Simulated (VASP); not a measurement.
## LiH: single point with r2SCAN

The system is LiH.

```
CELL_PARAMETERS angstrom
0.00000 2.02283 2.02283
2.02283 0.00000 2.02283
2.02283 2.02283 0.00000
ATOMIC_POSITIONS crystal
Li 0.00000 0.00000 0.00000
H 0.50000 0.50000 0.50000
```

This cell differs from its parent crystal: volume changed by +3%.

```yaml
Program: VASP 6.6.1
Task: single point
Functional: r2SCAN
Potentials_or_basis: VASP PAW PBE potentials, release 64 (Li_sv, H)
Cutoff: 520 eV
k_mesh: 10 × 10 × 10
Occupations: gaussian, width 0.01 eV
Spin: no spin polarisation
```

| Item | Value |
| --- | --- |
| Band gap on the k mesh | 3.60 eV, direct |

Levels at points of the mesh, in eV from the valence-band top:
```csv
k point,band 1,band 2,band 3,band 4,band 5,band 6
"(0.00, 0.00, 0.00)",-45.75,-5.34,17.25,19.08,19.08,19.09
"(0.50, 0.00, 0.00)",-45.71,-2.56,5.59,14.69,17.88,17.88
"(0.50, 0.50, 0.00)",-45.70,0.00,3.60,11.59,11.59,14.86
```

It took 2.2 min on 1 thread of AMD EPYC 7R13 (shared host), peak memory 0.11 GiB.

 A k mesh can miss the band edges.
